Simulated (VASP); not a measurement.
Input of a VASP 6.6.1 run:

Contents of INCAR:

```
  PREC = Accurate
  ENCUT = 520
  EDIFF = 1E-7
  ISMEAR = 0
  SIGMA = 0.1
  LREAL = F
  LASPH = T
  NELM = 80
  ALGO = Normal
  ISIF = 2
  LWAVE = F
  LCHARG = F
  GGA = PE
  NBANDS = 21
```

File KPOINTS:

```
regular mesh
0
Gamma
  8 8 8
```

Contents of POSCAR:

```
Al6O
1.0
   -3.3636641661      3.3636641661      2.7177292020
    3.3636641661     -3.3636641661      2.7177292020
    3.3636641661      3.3636641661     -2.7177292020
Al O
6 1
Direct
    0.2919575844      0.7080424156      0.0000000000
    0.7080424156      0.2919575844      0.0000000000
    0.2919575844      0.2919575844      0.5839151687
    0.7080424156      0.7080424156      0.4160848313
    0.7500000000      0.2500000000      0.5000000000
    0.2500000000      0.7500000000      0.5000000000
    0.5000000000      0.5000000000      0.0000000000
```

Potentials or basis: VASP PAW PBE potentials, release 64 (Al, O).

The run is started by

```bash
$ cat potpaw_PBE.64/Al/POTCAR potpaw_PBE.64/O/POTCAR > POTCAR
$ mpirun -np 1 vasp_std > vasp.out
```

Question: Estimate the pressure.

Answer: -0.1 GPa.

Question: What does it give for the band gap on the k mesh?

Answer: Zero (bands 12 and 13 overlap by 2.09 eV).

Question: What does it give for the largest force?

Answer: 0.004 eV/Å.

Forces on the atoms (eV/Å):
```
Al  -0.003  0.003  0.000
Al   0.003 -0.003  0.000
Al   0.003  0.003  0.000
Al  -0.003 -0.003  0.000
Al   0.000  0.000  0.000
Al   0.000  0.000  0.000
O    0.000  0.000  0.000
```
